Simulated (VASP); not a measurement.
# NaCl (Pm-3m) in VASP: a series of runs, part 2 of 2

VASP 6.6.1. The steps go on from the part before.

## 3. Electric field gradients, PBE (volume scaled by 1.03)

INCAR reads:

```
  PREC = Accurate
  ENCUT = 400
  EDIFF = 1E-8
  ISMEAR = -1
  SIGMA = 0.02
  LREAL = F
  LASPH = T
  NELM = 120
  ALGO = Normal
  ISIF = 2
  LWAVE = F
  LCHARG = F
  GGA = PE
  LEFG = T
  NBANDS = 14
  GGA_COMPAT = F
```

KPOINTS reads:

```
regular mesh
0
Gamma
  8 8 8
```

POSCAR reads:

```
NaCl
1.0
    2.8883186734      0.0000000000      0.0000000000
    0.0000000000      2.8883186734      0.0000000000
    0.0000000000      0.0000000000      2.8883186734
Na Cl
1 1
Direct
    0.0000000000      0.0000000000      0.0000000000
    0.5000000000      0.5000000000      0.5000000000
```

Potentials or basis: VASP PAW PBE potentials, release 64 (Na_pv, Cl).

Launch:

```console
$ cat potpaw_PBE.64/Na_pv/POTCAR potpaw_PBE.64/Cl/POTCAR > POTCAR
$ mpirun -np 1 vasp_std > vasp.out
```

OUTCAR:

```text
PREC = Accurate
   ENCUT = 400
   EDIFF = 1E-8
   ISMEAR = -1
   LREAL = F
   LASPH = T
   NELM = 120
   ISIF = 2
   GGA = PE

 ion  position               nearest neighbor table
   1  0.000  0.000  0.000-   2 2.50   2 2.50   2 2.50   2 2.50   2 2.50   2 2.50   2 2.50   2 2.50

   2  0.500  0.500  0.500-   1 2.50   1 2.50   1 2.50   1 2.50   1 2.50   1 2.50   1 2.50   1 2.50

  LATTYP: Found a simple cubic cell.
 ALAT       =     2.8883186734

  Lattice vectors:

 A1 = (   2.8883186734,   0.0000000000,   0.0000000000)
 A2 = (   0.0000000000,   2.8883186734,   0.0000000000)
 A3 = (   0.0000000000,   0.0000000000,   2.8883186734)

Analysis of symmetry for initial positions (statically):
=====================================================================
 Subroutine PRICEL returns:
 Original cell was already a primitive cell.

 Routine SETGRP: Setting up the symmetry group for a
 simple cubic supercell.

 Subroutine GETGRP returns: Found 48 space group operations
 (whereof 48 operations were pure point group operations)
 out of a pool of 48 trial point group operations.

The static configuration has the point symmetry O_h .

Analysis of symmetry for dynamics (positions and initial velocities):
=====================================================================
 Subroutine PRICEL returns:
 Original cell was already a primitive cell.

 Routine SETGRP: Setting up the symmetry group for a
 simple cubic supercell.

 Subroutine GETGRP returns: Found 48 space group operations
 (whereof 48 operations were pure point group operations)
 out of a pool of 48 trial point group operations.

The dynamic configuration has the point symmetry O_h .

 Subroutine INISYM returns: Found 48 space group operations
 (whereof 48 operations are pure point group operations),
 and found     1 'primitive' translations

----------------------------------------------------------------------------------------

                                     Primitive cell

  volume of cell :      24.0955

  direct lattice vectors                    reciprocal lattice vectors
     2.888318673  0.000000000  0.000000000     0.346222184  0.000000000  0.000000000
     0.000000000  2.888318673  0.000000000     0.000000000  0.346222184  0.000000000
     0.000000000  0.000000000  2.888318673     0.000000000  0.000000000  0.346222184

  length of vectors
     2.888318673  2.888318673  2.888318673     0.346222184  0.346222184  0.346222184

  position of ions in fractional coordinates (direct lattice)
     0.000000000  0.000000000  0.000000000
     0.500000000  0.500000000  0.500000000

  ion indices of the primitive-cell ions
   primitive index   ion index
                 1           1
                 2           2

----------------------------------------------------------------------------------------

 KPOINTS: regular mesh

Automatic generation of k-mesh.
 Grid dimensions read from file:
 generate k-points for:    8    8    8

 Generating k-lattice:

  Cartesian coordinates                     Fractional coordinates (reciprocal lattice)
     0.043277773  0.000000000  0.000000000     0.125000000  0.000000000  0.000000000
     0.000000000  0.043277773  0.000000000     0.000000000  0.125000000  0.000000000
     0.000000000  0.000000000  0.043277773     0.000000000  0.000000000  0.125000000
[... 76 lines left out ...]
     AMIX     =   0.40;   BMIX     =  1.00
     AMIX_MAG =   1.60;   BMIX_MAG =  1.00
  volume/ion in A,a.u.               =      12.05        81.30
  Fermi-wavevector in a.u.,A,eV,Ry     =   1.366068  2.581495 25.390410  1.866142
  Thomas-Fermi vector in A             =   2.492241
   LORBIT       =      0    0 simple, 1 ext, 2 COOP (PROOUT), +10 PAW based schemes
   GGA     = PE    functional components
   LHFCALC =     F    Hartree Fock is set to
   AEXX    =    0.0000 exact exchange contribution
   IVDW    =     0    specifies the selected vdW correction
   LEPSILON=     F    determine dielectric tensor
   LRPA    =     F    only Hartree local field effects (RPA)
 non-spin polarized calculation
  energy-cutoff  :      400.00
  volume of cell :       24.10
 maximum number of plane-waves:       461
 NGX is ok and might be reduce to    20
   NGX =  9   NGY =  9   NGZ =  9

 number of electron      13.9999979 magnetization

 Free energy of the ion-electron system (eV)
  ---------------------------------------------------
  ext. energy  EPLUGINS =         0.00000000
  ---------------------------------------------------
  free energy    TOTEN  =        -4.46743417 eV

  energy without entropy =       -4.46743417  energy(sigma->0) =       -4.46743417

 E-fermi :   6.7524     XC(G=0): -11.2123

 val. band max:        6.3786931473   @ k =   0.5000   0.5000   0.0000
 cond. band min:      10.9085746743   @ k =   0.5000   0.5000   0.0000
 fundamental gap:      4.5298815270
 Fermi energy:         6.7524449406

 k-point     1 :       0.0000    0.0000    0.0000
  band No.  band energies     occupation
      1     -16.2186      2.00000
      2     -16.2186      2.00000
      3     -16.2186      2.00000
      4     -10.3392      2.00000
      5       5.1725      2.00000
      6       5.1725      2.00000
      7       5.1725      2.00000
      8      13.2214      0.00000
      9      13.2214      0.00000
     10      13.5638      0.00000
     11      24.1290      0.00000
     12      24.1290      0.00000
     13      24.1290      0.00000
     14      28.5214      0.00000
[... 377 lines left out ...]
      1     -16.4618      2.00000
      2     -16.4039      2.00000
      3     -16.1977      2.00000
      4      -8.0660      2.00000
      5       1.0673      2.00000
      6       1.8305      2.00000
      7       5.3920      2.00000
      8      11.8326      0.00000
      9      17.0742      0.00000
     10      17.5324      0.00000
     11      18.4596      0.00000
     12      23.4315      0.00000
     13      23.9187      0.00000
     14      27.8794      0.00000

 [... further k-points ...]
[... 5 lines left out ...]
  --------------------------------------------------------------------------------------
  -------------------------------------------------------------------------------------
  Total        8.6696205      8.6696205      8.6696205     -0.0000000      0.0000000     -0.0000000
  in kB      576.4681905    576.4681905    576.4681905     -0.0000000      0.0000000     -0.0000000
  external PRESSURE =     576.4681905 kB  Pullay stress =       0.0000000 kB

 VOLUME and BASIS-vectors are now :
 -----------------------------------------------------------------------------
  energy-cutoff  :      400.00
  volume of cell :       24.10
      direct lattice vectors                 reciprocal lattice vectors
     2.888318673  0.000000000  0.000000000     0.346222184  0.000000000  0.000000000
     0.000000000  2.888318673  0.000000000     0.000000000  0.346222184  0.000000000
     0.000000000  0.000000000  2.888318673     0.000000000  0.000000000  0.346222184

 POSITION                                       TOTAL-FORCE (eV/Angst)
 -----------------------------------------------------------------------------------
      0.00000      0.00000      0.00000         0.000000      0.000000      0.000000
      1.44416      1.44416      1.44416         0.000000      0.000000      0.000000
 -----------------------------------------------------------------------------------
    total drift:                                0.000000      0.000000      0.000000

  FREE ENERGIE OF THE ION-ELECTRON SYSTEM (eV)
  ---------------------------------------------------
  free  energy   TOTEN  =        -4.4674341700 eV

  energy  without entropy=       -4.4674341700  energy(sigma->0) =       -4.46743417

 Electric field gradients (V/A^2)
---------------------------------------------------------------------
 ion       V_xx      V_yy      V_zz      V_xy      V_xz      V_yz
---------------------------------------------------------------------
   1      -0.000     0.000    -0.000     0.000    -0.000    -0.000
   2       0.000     0.000    -0.000    -0.000    -0.000    -0.000
---------------------------------------------------------------------

 Electric field gradients after diagonalization (V/A^2)
 (convention: |V_zz| > |V_xx| > |V_yy|)
----------------------------------------------------------------------
 ion       V_xx      V_yy      V_zz     asymmetry (V_yy - V_xx)/ V_zz
----------------------------------------------------------------------
   1       0.000    -0.000    -0.000       0.119
   2       0.000     0.000    -0.000       0.549
----------------------------------------------------------------------

           NMR quadrupolar parameters

 Cq : quadrupolar parameter    Cq=e*Q*V_zz/h
 eta: asymmetry parameters     (V_yy - V_xx)/ V_zz
 Q  : nuclear electric quadrupole moment in mb (millibarn)
----------------------------------------------------------------------
 ion       Cq(MHz)       eta       Q (mb)
----------------------------------------------------------------------
   1      -0.000       0.119       1.000
   2      -0.000       0.549       1.000
----------------------------------------------------------------------
```

OSZICAR:

```text
N       E                     dE             d eps       ncg     rms          rms(c)
DAV:   1     0.908728473679E+02    0.90873E+02   -0.62407E+03  1032   0.101E+03
DAV:   2    -0.381296397717E+00   -0.91254E+02   -0.84167E+02  1178   0.284E+02
DAV:   3    -0.472332431807E+01   -0.43420E+01   -0.43253E+01  1220   0.576E+01
DAV:   4    -0.476747484954E+01   -0.44151E-01   -0.44143E-01  1136   0.601E+00
DAV:   5    -0.476814010829E+01   -0.66526E-03   -0.66525E-03  1258   0.750E-01    0.543E+00
DAV:   6    -0.451818977368E+01    0.24995E+00   -0.22373E-01  1356   0.547E+00    0.367E+00
DAV:   7    -0.446844166644E+01    0.49748E-01   -0.12784E-01  1308   0.357E+00    0.177E+00
DAV:   8    -0.446755421135E+01    0.88746E-03   -0.95069E-03  1088   0.107E+00    0.329E-01
DAV:   9    -0.446742112538E+01    0.13309E-03   -0.23838E-04  1282   0.251E-01    0.712E-02
DAV:  10    -0.446743229076E+01   -0.11165E-04   -0.36844E-05  1214   0.115E-01    0.231E-02
DAV:  11    -0.446743384514E+01   -0.15544E-05   -0.49684E-06  1196   0.224E-02    0.592E-03
DAV:  12    -0.446743414528E+01   -0.30014E-06   -0.38696E-07  1190   0.660E-03    0.113E-03
DAV:  13    -0.446743421041E+01   -0.65136E-07   -0.32112E-08  1262   0.139E-03    0.135E-03
DAV:  14    -0.446743417276E+01    0.37648E-07   -0.30292E-09   888   0.432E-04    0.972E-05
DAV:  15    -0.446743417004E+01    0.27251E-08   -0.50697E-10   676   0.206E-04
   1 F= -.44674342E+01 E0= -.44674342E+01  d E =-.357539E-10
```

Run time: 7 s. Hardware: 1 thread of Intel Xeon 6975P-C (Granite Rapids), shared host; peak memory 0.12 GiB.

What came out:

```
Free energy            : -4.4674 eV
Pressure               : 57.6 GPa
Band gap on the k mesh : 4.53 eV, direct
```

Caveat: without QUAD_EFG the Cq values of the log hold for a quadrupole moment of 1 mb, not for the nuclei. A k mesh can miss the band edges.

## 4. Electric field gradients, PBE (volume scaled by 1.06)

INCAR reads:

```
SYSTEM = NaCl
PREC     = Accurate       ! precision mode
ENCUT    = 400            ! plane-wave cutoff, eV
EDIFF    = 1E-8           ! SCF threshold, eV
ISMEAR   = -1             ! smearing method
SIGMA    = 0.02           ! smearing width, eV
LREAL    = .FALSE.        ! projectors in reciprocal space
LASPH    = .TRUE.         ! aspherical terms in the spheres
NELM     = 120            ! most SCF steps
ALGO     = Normal         ! electronic algorithm
ISIF     = 2              ! what is computed and relaxed
LWAVE    = .FALSE.        ! write WAVECAR
LCHARG   = .FALSE.        ! write CHGCAR
GGA      = PE             ! functional
LEFG     = .TRUE.       
NBANDS   = 14             ! bands
GGA_COMPAT= .FALSE.
```

KPOINTS reads:

```
Automatic mesh
0
G
  8 8 8
  0 0 0
```

POSCAR reads:

```
NaCl
1.0
    2.9160926721      0.0000000000      0.0000000000
    0.0000000000      2.9160926721      0.0000000000
    0.0000000000      0.0000000000      2.9160926721
Na Cl
1 1
Direct
    0.0000000000      0.0000000000      0.0000000000
    0.5000000000      0.5000000000      0.5000000000
```

Potentials or basis: VASP PAW PBE potentials, release 64 (Na_pv, Cl).

Launch:

```console
$ cat potpaw_PBE.64/Na_pv/POTCAR potpaw_PBE.64/Cl/POTCAR > POTCAR
$ mpirun -np 1 vasp_std > vasp.out
```

OUTCAR:

```text
SYSTEM = NaCl
   PREC = Accurate
   ENCUT = 400
   EDIFF = 1E-8
   ISMEAR = -1
   LREAL = .FALSE.
   LASPH = .TRUE.
   NELM = 120
   ISIF = 2
   GGA = PE

 ion  position               nearest neighbor table
   1  0.000  0.000  0.000-   2 2.53   2 2.53   2 2.53   2 2.53   2 2.53   2 2.53   2 2.53   2 2.53

   2  0.500  0.500  0.500-   1 2.53   1 2.53   1 2.53   1 2.53   1 2.53   1 2.53   1 2.53   1 2.53

  LATTYP: Found a simple cubic cell.
 ALAT       =     2.9160926721

  Lattice vectors:

 A1 = (   2.9160926721,   0.0000000000,   0.0000000000)
 A2 = (   0.0000000000,   2.9160926721,   0.0000000000)
 A3 = (   0.0000000000,   0.0000000000,   2.9160926721)

Analysis of symmetry for initial positions (statically):
=====================================================================
 Subroutine PRICEL returns:
 Original cell was already a primitive cell.

 Routine SETGRP: Setting up the symmetry group for a
 simple cubic supercell.

 Subroutine GETGRP returns: Found 48 space group operations
[... 597 lines left out ...]
     2.916092672  0.000000000  0.000000000     0.342924630  0.000000000  0.000000000
     0.000000000  2.916092672  0.000000000     0.000000000  0.342924630  0.000000000
     0.000000000  0.000000000  2.916092672     0.000000000  0.000000000  0.342924630

 POSITION                                       TOTAL-FORCE (eV/Angst)
 -----------------------------------------------------------------------------------
      0.00000      0.00000      0.00000         0.000000      0.000000      0.000000
      1.45805      1.45805      1.45805         0.000000      0.000000      0.000000
 -----------------------------------------------------------------------------------
    total drift:                                0.000000      0.000000      0.000000

  FREE ENERGIE OF THE ION-ELECTRON SYSTEM (eV)
  ---------------------------------------------------
  free  energy   TOTEN  =        -4.7075103295 eV

  energy  without entropy=       -4.7075103295  energy(sigma->0) =       -4.70751033

 Electric field gradients (V/A^2)
---------------------------------------------------------------------
 ion       V_xx      V_yy      V_zz      V_xy      V_xz      V_yz
---------------------------------------------------------------------
   1      -0.000    -0.000    -0.000    -0.000    -0.000     0.000
   2      -0.000     0.000     0.000    -0.000     0.000     0.000
---------------------------------------------------------------------

 Electric field gradients after diagonalization (V/A^2)
 (convention: |V_zz| > |V_xx| > |V_yy|)
----------------------------------------------------------------------
 ion       V_xx      V_yy      V_zz     asymmetry (V_yy - V_xx)/ V_zz
----------------------------------------------------------------------
   1      -0.000    -0.000    -0.000      -0.298
   2      -0.000     0.000     0.000       0.400
----------------------------------------------------------------------

           NMR quadrupolar parameters

 Cq : quadrupolar parameter    Cq=e*Q*V_zz/h
 eta: asymmetry parameters     (V_yy - V_xx)/ V_zz
 Q  : nuclear electric quadrupole moment in mb (millibarn)
----------------------------------------------------------------------
 ion       Cq(MHz)       eta       Q (mb)
----------------------------------------------------------------------
   1      -0.000      -0.298       1.000
   2       0.000       0.400       1.000
----------------------------------------------------------------------
```

OSZICAR:

```text
N       E                     dE             d eps       ncg     rms          rms(c)
DAV:   1     0.933778886695E+02    0.93378E+02   -0.62788E+03  1000   0.986E+02
DAV:   2     0.560320282982E-01   -0.93322E+02   -0.85867E+02  1114   0.285E+02
DAV:   3    -0.494193611995E+01   -0.49980E+01   -0.49737E+01  1226   0.612E+01
DAV:   4    -0.499450605509E+01   -0.52570E-01   -0.52560E-01  1148   0.643E+00
DAV:   5    -0.499528442066E+01   -0.77837E-03   -0.77834E-03  1304   0.800E-01    0.510E+00
DAV:   6    -0.475516870822E+01    0.24012E+00   -0.22803E-01  1408   0.523E+00    0.347E+00
DAV:   7    -0.470843412876E+01    0.46735E-01   -0.12505E-01  1302   0.338E+00    0.172E+00
DAV:   8    -0.470762855205E+01    0.80558E-03   -0.90276E-03  1100   0.104E+00    0.343E-01
DAV:   9    -0.470749561903E+01    0.13293E-03   -0.24012E-04  1308   0.235E-01    0.726E-02
DAV:  10    -0.470750841697E+01   -0.12798E-04   -0.36587E-05  1184   0.111E-01    0.244E-02
DAV:  11    -0.470750998502E+01   -0.15681E-05   -0.45715E-06  1208   0.208E-02    0.522E-03
DAV:  12    -0.470751030399E+01   -0.31898E-06   -0.39443E-07  1160   0.698E-03    0.103E-03
DAV:  13    -0.470751036676E+01   -0.62767E-07   -0.27394E-08  1238   0.123E-03    0.126E-03
DAV:  14    -0.470751033168E+01    0.35082E-07   -0.28020E-09   858   0.393E-04    0.689E-05
DAV:  15    -0.470751032950E+01    0.21805E-08   -0.30240E-10   700   0.154E-04
   1 F= -.47075103E+01 E0= -.47075103E+01  d E =-.133733E-11
```

Wall time 7 s (1 thread of Intel Xeon 6975P-C (Granite Rapids), shared host); peak memory 0.12 GiB.

What came out:

```
Free energy            : -4.7075 eV
Pressure               : 51.3 GPa
Band gap on the k mesh : 4.63 eV, direct
```

Levels at points of the mesh, in eV from the valence-band top:
```csv
k point,band 3,band 4,band 5,band 6,band 7,band 8,band 9,band 10,band 11,band 12
"(0.00, 0.00, 0.00)",-22.50,-16.47,-1.16,-1.16,-1.16,6.95,6.99,6.99,17.67,17.67
"(0.50, 0.00, 0.00)",-22.47,-15.03,-6.39,-0.71,-0.71,9.03,9.51,12.73,12.73,13.23
"(0.50, 0.50, 0.00)",-22.45,-14.32,-4.96,-4.96,0.00,4.63,10.70,12.87,12.87,15.18
"(0.50, 0.50, 0.50)",-22.66,-13.26,-4.38,-4.38,-4.38,6.49,6.49,6.49,16.53,22.42
```

Caveat: without QUAD_EFG the Cq values of the log hold for a quadrupole moment of 1 mb, not for the nuclei.

## 5. Overview

| cell | gap on the mesh (eV) | pressure (GPa) |
| --- | --- | --- |
| a = 2.860 Å, 2 atoms | 4.42 | 64.9 |
| a = 2.888 Å, 2 atoms | 4.53 | 57.6 |
| a = 2.916 Å, 2 atoms | 4.63 | 51.3 |

Alike in all rows: task electric field gradients; level PBE; potentials or basis VASP PAW PBE potentials, release 64 (Na_pv, Cl); no spin polarisation; k mesh 8 × 8 × 8; cutoff (eV) 400; smearing fermi-dirac 0.02 eV.

Total energies depend on the potentials used, so only differences within one code and one set of settings carry meaning.
